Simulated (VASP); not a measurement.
A run of VASP 6.6.1:

INCAR

```
SYSTEM = WC
PREC     = Accurate       ! precision mode
ENCUT    = 520            ! plane-wave cutoff, eV
EDIFF    = 1E-6           ! SCF threshold, eV
ISMEAR   = 1              ! smearing method
SIGMA    = 0.1            ! smearing width, eV
LREAL    = .False.        ! projectors in reciprocal space
LASPH    = .True.         ! aspherical terms in the spheres
NELM     = 100            ! most SCF steps
ALGO     = Normal         ! electronic algorithm
ISIF     = 2              ! what is computed and relaxed
LWAVE    = .False.        ! write WAVECAR
LCHARG   = .True.         ! write CHGCAR
GGA      = CA             ! functional
LELF     = .True.         ! ELF
LVHAR    = .True.       
NBANDS   = 16             ! bands
```

The input KPOINTS:

```
Automatic mesh
0
Gamma
  11 11 11
  0 0 0
```

File POSCAR:

```
WC
1.0
    0.0000000000      2.2496621392      2.2496621392
    2.2496621392      0.0000000000      2.2496621392
    2.2496621392      2.2496621392      0.0000000000
W C
1 1
Direct
    0.0000000000      0.0000000000      0.0000000000
    0.5000000000      0.5000000000      0.5000000000
```

Potentials or basis: VASP PAW LDA potentials, release 64 (W_sv, C).

Command:

```bash
$ cat potpaw_LDA.64/W_sv/POTCAR potpaw_LDA.64/C/POTCAR > POTCAR
$ mpirun -np 1 vasp_std > vasp.out
```

Hardware: 1 thread of Intel(R) Xeon(R) 6975P-C (Granite Rapids), with other jobs on the host.

Q: Estimate the wall time of this run.

A: Run time: 6.7 s on 1 thread of Intel(R) Xeon(R) 6975P-C (Granite Rapids), on a shared host, peak memory 0.14 GiB. Counts: scf iterations 13, k points 56.
